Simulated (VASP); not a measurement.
# Al (Fm-3m) in VASP: a series of runs

Al is run at these levels: PBE; tasks: electric field gradients, density of states.

Everything below comes from runs of VASP 6.6.1. Logs are shortened: lines on timing, memory, paths and dates and some standing lists are left out, and cuts for length are marked.

**1. The cell of the first run**

It takes space group Fm-3m (No. 225, cubic). Conventional cell: a = 4.042 Å, b = 4.042 Å, c = 4.042 Å, α = 90.00°, β = 90.00°, γ = 90.00°. Within 3.8 Å of Al (site symmetry m-3m) lie 12 Al at 2.86 Å.

**2. Electric field gradients, PBE**

Contents of INCAR:

```
ALGO = Fast
EDIFF = 1E-8
ENCUT = 520
GGA = PE
ISIF = 2
ISMEAR = 0
LASPH = T
LCHARG = F
LEFG = T
LREAL = F
LWAVE = F
NBANDS = 8
NELM = 60
PREC = Accurate
SIGMA = 0.05
```

Contents of KPOINTS:

```
k-points
0
Gamma
  18 18 18
```

Contents of POSCAR:

```
Al
1.0
    0.0000000000      2.0210619710      2.0210619710
    2.0210619710      0.0000000000      2.0210619710
    2.0210619710      2.0210619710      0.0000000000
Al
1
Direct
    0.0000000000      0.0000000000      0.0000000000
```

Potentials or basis: VASP PAW PBE potentials, release 64 (Al).

On the command line:

```
$ cat potpaw_PBE.64/Al/POTCAR > POTCAR
$ mpirun -np 1 vasp_std > vasp.out
```

OUTCAR:

```text
EDIFF = 1E-8
   ENCUT = 520
   GGA = PE
   ISIF = 2
   ISMEAR = 0
   LASPH = T
   LREAL = F
   NELM = 60
   PREC = Accurate

 ion  position               nearest neighbor table
   1  0.000  0.000  0.000-

  LATTYP: Found a face centered cubic cell.
 ALAT       =     4.0421239420

  Lattice vectors:

 A1 = (   0.0000000000,   2.0210619710,   2.0210619710)
 A2 = (   2.0210619710,   0.0000000000,   2.0210619710)
 A3 = (   2.0210619710,   2.0210619710,   0.0000000000)

Analysis of symmetry for initial positions (statically):
=====================================================================
 Subroutine PRICEL returns:
 Original cell was already a primitive cell.

 Routine SETGRP: Setting up the symmetry group for a
 face centered cubic supercell.

 Subroutine GETGRP returns: Found 48 space group operations
[... 9 lines left out ...]

 Routine SETGRP: Setting up the symmetry group for a
 face centered cubic supercell.

 Subroutine GETGRP returns: Found 48 space group operations
[... 11 lines left out ...]
                                     Primitive cell

  volume of cell :      16.5108

  direct lattice vectors                    reciprocal lattice vectors
     0.000000000  2.021061971  2.021061971    -0.247394690  0.247394690  0.247394690
     2.021061971  0.000000000  2.021061971     0.247394690 -0.247394690  0.247394690
     2.021061971  2.021061971  0.000000000     0.247394690  0.247394690 -0.247394690

  length of vectors
     2.858213250  2.858213250  2.858213250     0.428500173  0.428500173  0.428500173

  position of ions in fractional coordinates (direct lattice)
     0.000000000  0.000000000  0.000000000

  ion indices of the primitive-cell ions
   primitive index   ion index
                 1           1

----------------------------------------------------------------------------------------

 KPOINTS: k-points

Automatic generation of k-mesh.
 Grid dimensions read from file:
 generate k-points for:   18   18   18

 Generating k-lattice:

  Cartesian coordinates                     Fractional coordinates (reciprocal lattice)
    -0.013744149  0.013744149  0.013744149     0.055555556  0.000000000  0.000000000
     0.013744149 -0.013744149  0.013744149     0.000000000  0.055555556  0.000000000
     0.013744149  0.013744149 -0.013744149     0.000000000  0.000000000  0.055555556

  Length of vectors
     0.023805565  0.023805565  0.023805565

  Shift w.r.t. Gamma in fractional coordinates (k-lattice)
     0.000000000  0.000000000  0.000000000

 Subroutine IBZKPT returns following result:
 ===========================================

 Found    195 irreducible k-points:

 Following reciprocal coordinates:
            Coordinates               Weight
  0.000000  0.000000  0.000000      1.000000
  0.055556  0.000000  0.000000      8.000000
  0.111111  0.000000  0.000000      8.000000
  0.166667  0.000000  0.000000      8.000000
  0.222222  0.000000  0.000000      8.000000
  0.277778  0.000000  0.000000      8.000000
[... 16 lines left out ...]
 -0.277778  0.055556  0.000000     24.000000
 -0.222222  0.055556  0.000000     24.000000
 [... further k-points ...]
   k-points           NKPTS =    195   k-points in BZ     NKDIM =    195   number of bands    NBANDS=      8
   number of dos      NEDOS =    301   number of ions     NIONS =      1
   total plane-waves  NPLWV =  13824
   dimension x,y,z NGX =    24 NGY =   24 NGZ =   24
   dimension x,y,z NGXF=    48 NGYF=   48 NGZF=   48
   ions per type =               1
   NGX,Y,Z   is equivalent  to a cutoff of  13.96, 13.96, 13.96 a.u.
   NGXF,Y,Z  is equivalent  to a cutoff of  27.92, 27.92, 27.92 a.u.
 SYSTEM =  unknown system
   PREC   = accura    normal or accurate (medium, high low for compatibility)
   ISTART =      0    job   : 0-new  1-cont  2-samecut
   ICHARG =      2    charge: 1-file 2-atom 10-const
   ISPIN  =      1    spin polarized calculation?
   LNONCOLLINEAR =      F non collinear calculations
   LSORBIT =      F    spin-orbit coupling
   LASPH  =      T    aspherical Exc in radial PAW
   ENCUT  =  520.0 eV  38.22 Ry    6.18 a.u.   5.31  5.31  5.31*2*pi/ulx,y,z
   NELM   =     60;   NELMIN=  2; NELMDL= -5     # of ELM steps
   EDIFF  = 0.1E-07   stopping-criterion for ELM
   LREAL  =      F    real-space projection
   EDIFFG = 0.1E-06   stopping-criterion for IOM
   NSW    =      0    number of steps for IOM
   IBRION =     -1    ionic relax: 0-MD 1-quasi-New 2-CG
   NFREE  =      0    steps in history (QN), initial steepest desc. (CG)
   ISIF   =      2    stress and relaxation
   ISYM   =      2    0-nonsym 1-usesym 2-fastsym
   POTIM  = 0.5000    time-step for ionic-motion
   TEBEG  =    0.0;   TEEND  =   0.0 temperature during run
   PSTRESS=    0.0 pullay stress
   NELECT =       3.0000    total number of electrons
   NUPDOWN=      -1.0000    fix difference up-down
   EMIN   =  10.00;   EMAX   =-10.00  energy-range for DOS
   EFERMI =   0.00;   METHOD = LEGACY
   ISMEAR =     0;   SIGMA  =   0.05  broadening in eV -4-tet -1-fermi 0-gaus
   EFERMI_NEDOS =   21; number of points for ismear=-14 and -15
   IALGO  =     68    algorithm
   IMIX   =      4    mixing-type and parameters
     AMIX     =   0.40;   BMIX     =  1.00
     AMIX_MAG =   1.60;   BMIX_MAG =  1.00
  volume/ion in A,a.u.               =      16.51       111.42
  Fermi-wavevector in a.u.,A,eV,Ry     =   0.927240  1.752230 11.697943  0.859775
  Thomas-Fermi vector in A             =   2.053289
   LORBIT       =      0    0 simple, 1 ext, 2 COOP (PROOUT), +10 PAW based schemes
   GGA     = PE    functional components
   LHFCALC =     F    Hartree Fock is set to
   AEXX    =    0.0000 exact exchange contribution
   IVDW    =     0    specifies the selected vdW correction
   LEPSILON=     F    determine dielectric tensor
   LRPA    =     F    only Hartree local field effects (RPA)
 non-spin polarized calculation
 RMM-DIIS sequential band-by-band and
 Gauss-broadening in eV      SIGMA  =   0.05
  energy-cutoff  :      520.00
  volume of cell :       16.51
 maximum number of plane-waves:       459
 NGX is ok and might be reduce to    24
   NGX = 11   NGY = 11   NGZ = 11

 number of electron       3.0000000 magnetization

 Free energy of the ion-electron system (eV)
  ---------------------------------------------------
  ext. energy  EPLUGINS =         0.00000000
  ---------------------------------------------------
  free energy    TOTEN  =        -3.74325136 eV

  energy without entropy =       -3.74214904  energy(sigma->0) =       -3.74270020

 E-fermi :   7.9827     XC(G=0): -10.1941

 val. band max:        7.9784416357   @ k =  -0.2778   0.2778   0.0556
 cond. band min:       7.9860215581   @ k =  -0.2778   0.5000   0.2222
 fundamental gap:      0.0075799224
 Fermi energy:         7.9826775659

 k-point     1 :       0.0000    0.0000    0.0000
  band No.  band energies     occupation
      1      -3.1365      2.00000
      2      20.6089      0.00000
      3      20.6089      0.00000
      4      20.6089      0.00000
      5      22.0960      0.00000
      6      22.0960      0.00000
      7      22.0960      0.00000
      8      24.4544      0.00000

 k-point     2 :       0.0556    0.0000    0.0000
  band No.  band energies     occupation
      1      -3.0527      2.00000
      2      19.0908      0.00000
      3      20.2963      0.00000
      4      20.2963      0.00000
      5      22.5393      0.00000
      6      22.5393      0.00000
      7      22.6722      0.00000
      8      25.3367      0.00000

 k-point     3 :       0.1111    0.0000    0.0000
  band No.  band energies     occupation
      1      -2.8013      2.00000
      2      16.8689      0.00000
      3      19.7842      0.00000
      4      19.7842      0.00000
      5      22.7360      0.00000
      6      23.4127      0.00000
      7      23.4127      0.00000
      8      25.9046      0.00000
[... 210 lines left out ...]
 k-point    23 :      -0.2778    0.0556    0.0000
  band No.  band energies     occupation
      1      -0.6965      2.00000
      2       9.8252      0.00000
      3      17.1121      0.00000
      4      19.9815      0.00000
      5      20.8819      0.00000
      6      22.3158      0.00000
      7      22.9338      0.00000
      8      26.6538      0.00000

 k-point    24 :      -0.2222    0.0556    0.0000
  band No.  band energies     occupation
      1      -1.4960      2.00000
      2      11.8327      0.00000
      3      17.2740      0.00000
      4      20.1244      0.00000
      5      21.8694      0.00000
      6      22.9194      0.00000
      7      23.3664      0.00000
      8      25.5682      0.00000

 [... further k-points ...]
[... 5 lines left out ...]
  --------------------------------------------------------------------------------------
  -------------------------------------------------------------------------------------
  Total       -0.0041595     -0.0041595     -0.0041595     -0.0000000     -0.0000000      0.0000000
  in kB       -0.4036249     -0.4036249     -0.4036249     -0.0000000     -0.0000000      0.0000000
  external PRESSURE =      -0.4036249 kB  Pullay stress =       0.0000000 kB

 VOLUME and BASIS-vectors are now :
 -----------------------------------------------------------------------------
  energy-cutoff  :      520.00
  volume of cell :       16.51
      direct lattice vectors                 reciprocal lattice vectors
     0.000000000  2.021061971  2.021061971    -0.247394690  0.247394690  0.247394690
     2.021061971  0.000000000  2.021061971     0.247394690 -0.247394690  0.247394690
     2.021061971  2.021061971  0.000000000     0.247394690  0.247394690 -0.247394690

 POSITION                                       TOTAL-FORCE (eV/Angst)
 -----------------------------------------------------------------------------------
      0.00000      0.00000      0.00000        -0.000000      0.000000     -0.000000
 -----------------------------------------------------------------------------------
    total drift:                                0.000000     -0.000000     -0.000000

  FREE ENERGIE OF THE ION-ELECTRON SYSTEM (eV)
  ---------------------------------------------------
  free  energy   TOTEN  =        -3.7432513607 eV

  energy  without entropy=       -3.7421490352  energy(sigma->0) =       -3.74270020

 Electric field gradients (V/A^2)
---------------------------------------------------------------------
 ion       V_xx      V_yy      V_zz      V_xy      V_xz      V_yz
---------------------------------------------------------------------
   1      -0.000     0.000    -0.000     0.000     0.000     0.000
---------------------------------------------------------------------

 Electric field gradients after diagonalization (V/A^2)
 (convention: |V_zz| > |V_xx| > |V_yy|)
----------------------------------------------------------------------
 ion       V_xx      V_yy      V_zz     asymmetry (V_yy - V_xx)/ V_zz
----------------------------------------------------------------------
   1      -0.000    -0.000     0.000       0.000
----------------------------------------------------------------------

           NMR quadrupolar parameters

 Cq : quadrupolar parameter    Cq=e*Q*V_zz/h
 eta: asymmetry parameters     (V_yy - V_xx)/ V_zz
 Q  : nuclear electric quadrupole moment in mb (millibarn)
----------------------------------------------------------------------
 ion       Cq(MHz)       eta       Q (mb)
----------------------------------------------------------------------
   1       0.000       0.000       1.000
----------------------------------------------------------------------
```

It took 33 s on 1 thread of AMD EPYC 7R13, shared host; peak memory 0.14 GiB.

What came out:

- Free energy: -3.7433 eV
- Pressure: 0.0 GPa

Levels at points of the mesh, in eV from the Fermi level:
```tsv
k point	band 1	band 2	band 3	band 4	band 5	band 6
(0.00, 0.00, 0.00)	-11.12	12.63	12.63	12.63	14.11	14.11
(0.50, 0.00, 0.00)	-4.58	-4.37	11.41	11.41	11.47	11.47
(0.50, 0.50, 0.00)	-2.91	-1.59	5.27	5.60	5.60	9.07
```

Caveat: without QUAD_EFG the Cq values of the log hold for a quadrupole moment of 1 mb, not for the nuclei.

**3. Electric field gradients, PBE**

This run uses another cell than the first one, of 16.60 Å³/atom, 1.006 times its volume.

Contents of INCAR:

```
PREC = Accurate
ENCUT = 520
EDIFF = 1E-8
ISMEAR = 0
SIGMA = 0.05
LREAL = F
LASPH = T
NELM = 60
ALGO = Fast
ISIF = 2
LWAVE = F
LCHARG = F
GGA = PE
LEFG = T
NBANDS = 8
```

Contents of KPOINTS:

```
regular mesh
0
Gamma
  18 18 18
```

Contents of POSCAR:

```
Al
1.0
    0.0000000000      2.0248050000      2.0248050000
    2.0248050000      0.0000000000      2.0248050000
    2.0248050000      2.0248050000      0.0000000000
Al
1
Direct
    0.0000000000      0.0000000000      0.0000000000
```

Potentials or basis: VASP PAW PBE potentials, release 64 (Al).

On the command line:

```
$ cat potpaw_PBE.64/Al/POTCAR > POTCAR
$ mpirun -np 1 vasp_std > vasp.out
```

OUTCAR:

```text
PREC = Accurate
   ENCUT = 520
   EDIFF = 1E-8
   ISMEAR = 0
   LREAL = F
   LASPH = T
   NELM = 60
   ISIF = 2
   GGA = PE

 ion  position               nearest neighbor table
   1  0.000  0.000  0.000-

  LATTYP: Found a face centered cubic cell.
 ALAT       =     4.0496100000

  Lattice vectors:

 A1 = (   0.0000000000,   2.0248050000,   2.0248050000)
 A2 = (   2.0248050000,   0.0000000000,   2.0248050000)
 A3 = (   2.0248050000,   2.0248050000,   0.0000000000)

Analysis of symmetry for initial positions (statically):
[... 469 lines left out ...]
    total drift:                                0.000000      0.000000      0.000000

  FREE ENERGIE OF THE ION-ELECTRON SYSTEM (eV)
  ---------------------------------------------------
  free  energy   TOTEN  =        -3.7431143451 eV

  energy  without entropy=       -3.7420519191  energy(sigma->0) =       -3.74258313

 Electric field gradients (V/A^2)
---------------------------------------------------------------------
 ion       V_xx      V_yy      V_zz      V_xy      V_xz      V_yz
---------------------------------------------------------------------
   1      -0.000    -0.000     0.000     0.000     0.000     0.000
---------------------------------------------------------------------

 Electric field gradients after diagonalization (V/A^2)
 (convention: |V_zz| > |V_xx| > |V_yy|)
----------------------------------------------------------------------
 ion       V_xx      V_yy      V_zz     asymmetry (V_yy - V_xx)/ V_zz
----------------------------------------------------------------------
   1      -0.000    -0.000     0.000       0.000
----------------------------------------------------------------------

           NMR quadrupolar parameters

 Cq : quadrupolar parameter    Cq=e*Q*V_zz/h
 eta: asymmetry parameters     (V_yy - V_xx)/ V_zz
 Q  : nuclear electric quadrupole moment in mb (millibarn)
----------------------------------------------------------------------
 ion       Cq(MHz)       eta       Q (mb)
----------------------------------------------------------------------
   1       0.000       0.000       1.000
----------------------------------------------------------------------
```

Wall time 34 s (1 thread of AMD EPYC 7R13, shared host); peak memory 0.14 GiB.

What came out:

* Free energy: -3.7431 eV
* Pressure: -0.4 GPa

Caveat: without QUAD_EFG the Cq values of the log hold for a quadrupole moment of 1 mb, not for the nuclei.

**4. Density of states, PBE**

Contents of POSCAR:

```
Al
1.0
    0.0000000000      2.0210619710      2.0210619710
    2.0210619710      0.0000000000      2.0210619710
    2.0210619710      2.0210619710      0.0000000000
Al
1
Direct
    0.0000000000      0.0000000000      0.0000000000
```

Contents of INCAR.step1:

```
SYSTEM = Al
PREC     = Accurate       ! precision mode
ENCUT    = 520            ! plane-wave cutoff, eV
EDIFF    = 1E-7           ! SCF threshold, eV
ISMEAR   = 0              ! smearing method
SIGMA    = 0.05           ! smearing width, eV
LREAL    = .False.        ! projectors in reciprocal space
LASPH    = .True.         ! aspherical terms in the spheres
NELM     = 80             ! most SCF steps
ALGO     = Normal         ! electronic algorithm
ISIF     = 2              ! what is computed and relaxed
LWAVE    = .False.        ! write WAVECAR
LCHARG   = .True.         ! write CHGCAR
GGA      = PE             ! functional
NBANDS   = 8              ! bands
```

Contents of KPOINTS.step1:

```
Automatic mesh
0
Gamma
  18 18 18
  0 0 0
```

Contents of INCAR.step2:

```
SYSTEM = Al
PREC     = Accurate       ! precision mode
ENCUT    = 520            ! plane-wave cutoff, eV
EDIFF    = 1E-7           ! SCF threshold, eV
ISMEAR   = -5             ! smearing method
SIGMA    = 0.05           ! smearing width, eV
LREAL    = .False.        ! projectors in reciprocal space
LASPH    = .True.         ! aspherical terms in the spheres
NELM     = 80             ! most SCF steps
ALGO     = Normal         ! electronic algorithm
ISIF     = 2              ! what is computed and relaxed
LWAVE    = .False.        ! write WAVECAR
LCHARG   = .False.        ! write CHGCAR
GGA      = PE             ! functional
LORBIT   = 11             ! projections on sites
NEDOS    = 2001           ! points of the DOS
ICHARG   = 11             ! starting density
```

Contents of KPOINTS.step2:

```
Automatic mesh
0
Gamma
  27 27 27
  0 0 0
```

On the command line:

```
$ cat potpaw_PBE.64/Al/POTCAR > POTCAR
$ cp INCAR.step1 INCAR
$ cp KPOINTS.step1 KPOINTS
$ mpirun -np 1 vasp_std > vasp.out
$ cp INCAR.step2 INCAR
$ cp KPOINTS.step2 KPOINTS
$ mpirun -np 1 vasp_std > vasp.out
```

Wall time 58 s (1 thread of AMD EPYC 7R13, shared host); peak memory 0.17 GiB.

The run converged. Its results:

```yaml
Valence_electrons_inside_the_program's_atomic_spheres: Al 0.77
```

Levels at points of the mesh, in eV from the Fermi level:
| k point | band 1 | band 2 | band 3 | band 4 | band 5 |
| --- | --- | --- | --- | --- | --- |
| (0.00, 0.00, 0.00) | -11.15 | 12.60 | 12.60 | 12.60 | 14.08 |

Caveat: tetrahedron occupations give inexact forces and stress in metals.

**5. Summary**

```tsv
task	cell	further INCAR settings	k mesh for the DOS	occupations for the DOS	gap on the mesh (eV)	pressure (GPa)
electric field gradients	a = 2.858 Å, angles 60.0°, 1 atom	ALGO = Fast; EDIFF = 1e-08; NBANDS = 8	-	-	none	0.0
electric field gradients	a = 2.864 Å, angles 60.0°, 1 atom	ALGO = Fast; EDIFF = 1e-08; NBANDS = 8	-	-	none	-0.4
density of states	a = 2.858 Å, angles 60.0°, 1 atom	ALGO = Normal; EDIFF = 1e-07	27 × 27 × 27	tetrahedron	-	-
```

Alike in all rows: level PBE; potentials or basis VASP PAW PBE potentials, release 64 (Al); no spin polarisation; k mesh 18 × 18 × 18; cutoff (eV) 520; smearing gaussian 0.05 eV.

Caveats: tetrahedron occupations give inexact forces and stress in metals (some runs).

Absolute energies hang on the potentials; compare differences alone.
